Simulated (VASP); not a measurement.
Runs of VASP 6.6.1 on SrCuSi. The structure is that of space group P-6m2 (No. 187), or close to it. The cells are those of the table. 

```tsv
cell	gap on the mesh (eV)	pressure (GPa)
a = 4.143, b = 4.143, c = 4.729 Å, angles 90.0, 90.0, 120.0°, 3 atoms	none	-5.6
a = 4.170, b = 4.170, c = 4.759 Å, angles 90.0, 90.0, 120.0°, 3 atoms	none	-6.5
a = 4.034, b = 4.034, c = 4.605 Å, angles 90.0, 90.0, 120.0°, 3 atoms	none	-1.2
a = 4.062, b = 4.062, c = 4.637 Å, angles 90.0, 90.0, 120.0°, 3 atoms	none	-2.5
a = 4.006, b = 4.006, c = 4.573 Å, angles 90.0, 90.0, 120.0°, 3 atoms	none	(a)
a = 4.090, b = 4.090, c = 4.668 Å, angles 90.0, 90.0, 120.0°, 3 atoms	none	(b)
a = 4.117, b = 4.117, c = 4.699 Å, angles 90.0, 90.0, 120.0°, 3 atoms	none	-4.7
```

Alike in all rows: task single point; level LDA; potentials or basis VASP PAW LDA potentials, release 64 (Sr_sv, Si, Cu); no spin polarisation; k mesh 8 × 8 × 6; cutoff (eV) 520; smearing fermi-dirac 0.05 eV.

Problem. Estimate the missing entries.

Solution. (a) 0.3; (b) -3.6.

A k mesh can miss the band edges, and the runs leave out spin-orbit coupling on Sr.

A gap of «none» marks levels without a gap at the run's occupations.
